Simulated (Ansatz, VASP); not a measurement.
## In in VASP and in Ansatz

```
CELL_PARAMETERS angstrom
-1.58400 1.58400 2.74315
1.58400 -1.58400 2.74315
1.58400 1.58400 -2.74315
ATOMIC_POSITIONS crystal
In 0.00000 0.00000 0.00000
```

Alike in both runs: task single point; functional PBE; k mesh 8 × 8 × 8; occupations fermi-dirac, width 0.1 eV; no spin polarisation.

|  | VASP | Ansatz |
| --- | --- | --- |
| version | VASP 6.6.1 | Ansatz 0.2.0 |
| potentials or method | VASP PAW PBE potentials, release 64 (In_d) | plane waves, PAW |
| plane-wave cutoff (eV) | 520 | 420 |
| valence electrons in the cell | 13 | 13 |

```csv
,VASP,Ansatz,Ansatz less VASP
pressure (GPa),-0.1,0.0,+0.05
"traceless stress, the component that is largest in VASP (GPa)",-0.25,-0.25,+0.001
```
